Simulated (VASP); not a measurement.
Input of a VASP 6.6.1 run:

Contents of INCAR:

```
SYSTEM = HgTe
PREC = Accurate ; ENCUT = 520
EDIFF = 1E-7 ; ISMEAR = 0
SIGMA = 0.15 ; LREAL = .FALSE.
LASPH = .TRUE. ; NELM = 100
ALGO = Normal ; ISIF = 2
LWAVE = .FALSE. ; LCHARG = .FALSE.
GGA = PS ; NBANDS = 16
```

KPOINTS

```
regular mesh
0
G
  14 14 14
  0 0 0
```

File POSCAR:

```
HgTe
1.0
    0.0000000000      3.2235000000      3.3846750000
    3.2235000000      0.0000000000      3.3846750000
    3.2235000000      3.2235000000      0.0000000000
Hg Te
1 1
Direct
    0.0000000000      0.0000000000      0.0000000000
    0.7500000000      0.7500000000      0.7500000000
```

Potentials or basis: VASP PAW PBE potentials, release 64 (Hg, Te).

Command:

```sh
$ cat potpaw_PBE.64/Hg/POTCAR potpaw_PBE.64/Te/POTCAR > POTCAR
$ mpirun -np 1 vasp_std > vasp.out
```

Q: What does it give for the band gap on the k mesh?

A: Zero (filled and empty bands touch).

Q: Estimate the pressure.

A: -0.7 GPa.

Stress tensor (GPa, compression positive):
```
-0.44  0.00  0.00
 0.00 -0.44  0.00
 0.00  0.00 -1.32
```

Caveat: the cell differs from its parent crystal (strain +0.000 along x and y, +0.050 along z); semilocal functionals underestimate gaps, so a narrow gap can read as zero; the PAW data sets were made with another functional, which shifts forces and pressure a little; spin-orbit coupling is left out, which moves the levels of the heavy elements.
